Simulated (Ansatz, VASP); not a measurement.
Two plane-wave programs on ReS

```
Re S
1.0
     0.00000    2.67805    2.67805
     2.67805    0.00000    2.67805
     2.67805    2.67805    0.00000
Re S
1 1
Direct
  0.00000 0.00000 0.00000
  0.25000 0.25000 0.25000
```

Alike in both runs: task single point; functional PBE; k mesh 12 × 12 × 12; occupations gaussian, width 0.05 eV; collinear spin.

```csv
,VASP,Ansatz
version,VASP 6.6.1,Ansatz 0.2.0
potentials or method,"VASP PAW PBE potentials, release 64 (Re, S), cutoff 520 eV","scalar-relativistic, plane waves, PAW"
valence electrons in the cell,13,21
```

|  | VASP | Ansatz | Ansatz less VASP |
| --- | --- | --- | --- |
| gap on the k mesh at the Fermi level (eV) | none | none | - |
| pressure (GPa) | -9.4 | -10.2 | -0.80 |
| net moment per atom (μB) | 0.07 | 0.08 | +0.012 |
| size of the moment on the site where the two differ most (μB) | 0.13 | 0.10 | -0.027 |

Site moments also hang on the region over which each program counts them. A gap of «none» marks a metal or a gap that the smearing closes. VASP's potentials hold 13 valence electrons a cell and Ansatz's 21, so a difference there can come from the potentials and not from the codes.

Neither program's run includes spin-orbit coupling.
